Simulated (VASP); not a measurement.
Input of a VASP 6.6.1 run:

INCAR

```
PREC = Accurate ; ENCUT = 520
EDIFF = 1E-6 ; ISMEAR = 0
SIGMA = 0.05 ; LREAL = F
LASPH = T ; NELM = 150
ALGO = Normal ; ISIF = 2
LWAVE = F ; LCHARG = F
LMAXMIX = 4 ; LDAU = T
LDAUTYPE = 2 ; LDAUL = -1 2 -1
LDAUU = 0 4 0 ; LDAUJ = 0 0 0
LDAUPRINT = 1 ; GGA = PE
NBANDS = 51
```

KPOINTS

```
regular mesh
0
Gamma
  6 6 4
```

Contents of POSCAR:

```
BaTiO3
1.0
    2.8603720851      1.6514365933      2.3460535783
   -2.8603720851      1.6514365933      2.3460535783
    0.0000000000     -6.6057463733      4.6921071566
Ba Ti O
2 2 6
Direct
    0.0025630345      0.0025358162      0.0014707359
    0.0025630345      0.0025358162      0.5014707359
    0.5136261970      0.5138198621      0.2554687417
    0.5136261970      0.5138198621      0.7554687417
    0.4850316029      0.4836138174      0.4797292889
    0.4850316029      0.4836138174      0.9797292889
    0.4837961414      0.9953304777      0.2517517224
    0.4837961414      0.9953304777      0.7517517224
    0.9929229933      0.4824606487      0.2517923512
    0.9929229933      0.4824606487      0.7517923512
```

Potentials or basis: VASP PAW PBE potentials, release 64 (Ba_sv, Ti_sv, O).

The run is started by

```console
$ cat potpaw_PBE.64/Ba_sv/POTCAR potpaw_PBE.64/Ti_sv/POTCAR potpaw_PBE.64/O/POTCAR > POTCAR
$ mpirun -np 1 vasp_std > vasp.out
```

Task: Estimate the largest force.

Result: 1.986 eV/Å.

Task: What does it give for the pressure?

Result: 4.4 GPa.

Task: Estimate the band gap on the k mesh.

Result: 2.59 eV.

Stress tensor (GPa, compression positive):
```
 2.70  0.11  0.06
 0.11  6.29 -2.18
 0.06 -2.18  4.25
```

Caveat: the cell differs from its parent crystal (atoms displaced along a vibrational mode); the cell stands under pressure; spin-orbit coupling is left out, which moves the levels of the heavy elements; forces of over 1 eV/Å act on the atoms, so gaps and moduli don't describe the material at rest. A k mesh can miss the band edges.
